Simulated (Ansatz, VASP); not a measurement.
# Rh in VASP and in Ansatz

File INCAR:

```
SYSTEM = Rh
ALGO     = Fast           ! electronic algorithm
EDIFF    = 1E-7           ! SCF threshold, eV
ENCUT    = 520            ! plane-wave cutoff, eV
GGA      = CA             ! functional
ISIF     = 2              ! what is computed and relaxed
ISMEAR   = 0              ! smearing method
LASPH    = .True.         ! aspherical terms in the spheres
LCHARG   = .False.        ! write CHGCAR
LREAL    = .False.        ! projectors in reciprocal space
LWAVE    = .False.        ! write WAVECAR
NBANDS   = 14             ! bands
NELM     = 60             ! most SCF steps
PREC     = Accurate       ! precision mode
SIGMA    = 0.15           ! smearing width, eV
```

The input KPOINTS:

```
k-points
0
Gamma
  22 22 22
  0 0 0
```

The input POSCAR:

```
Rh
1.0
    0.0000000000      1.8540112500      1.9490887500
    1.8540112500      0.0000000000      1.9490887500
    1.8540112500      1.8540112500      0.0000000000
Rh
1
Direct
    0.0000000000      0.0000000000      0.0000000000
```

Input for Ansatz:

```yaml
crystal:
  lattice:
    - [0.0, 1.85401125, 1.94908875]
    - [1.85401125, 0.0, 1.94908875]
    - [1.85401125, 1.85401125, 0.0]
  atoms:
    - { symbol: Rh, position: [0.0, 0.0, 0.0] }
basis:
  ecutwfc: 420
kpoints:
  mp_grid: { grid: [22, 22, 22] }
hamiltonian:
  xc: lda
scf:
  occupations: { method: gaussian, width: 0.15 }
output:
  forces: true
  stress: true
  eigenvalues: true
```

Change from the starting cell: strain -0.025 along x and y, +0.025 along z, atoms carried along.

Alike in both runs: task single point; functional LDA; k mesh 22 × 22 × 22; occupations gaussian, width 0.15 eV; no spin polarisation.

|  | VASP | Ansatz |
| --- | --- | --- |
| version | VASP 6.6.1 | Ansatz 0.2.0 |
| potentials or method | VASP PAW LDA potentials, release 64 (Rh_pv), cutoff 520 eV | scalar-relativistic, plane waves, PAW |
| valence electrons in the cell | 15 | 17 |

|  | VASP | Ansatz | Ansatz less VASP |
| --- | --- | --- | --- |
| gap on the k mesh at the Fermi level (eV) | none | none | - |
| pressure (GPa) | -2.7 | -3.6 | -0.88 |
| traceless stress, the component that is largest in VASP (GPa) | -9.05 | -9.06 | -0.012 |

LDA's correlation is that of Perdew and Zunger in VASP and of Perdew and Wang (1992) in Ansatz. A gap of «none» marks a metal or a gap that the smearing closes. VASP's potentials hold 15 valence electrons a cell and Ansatz's 17, so a difference there can come from the potentials and not from the codes.
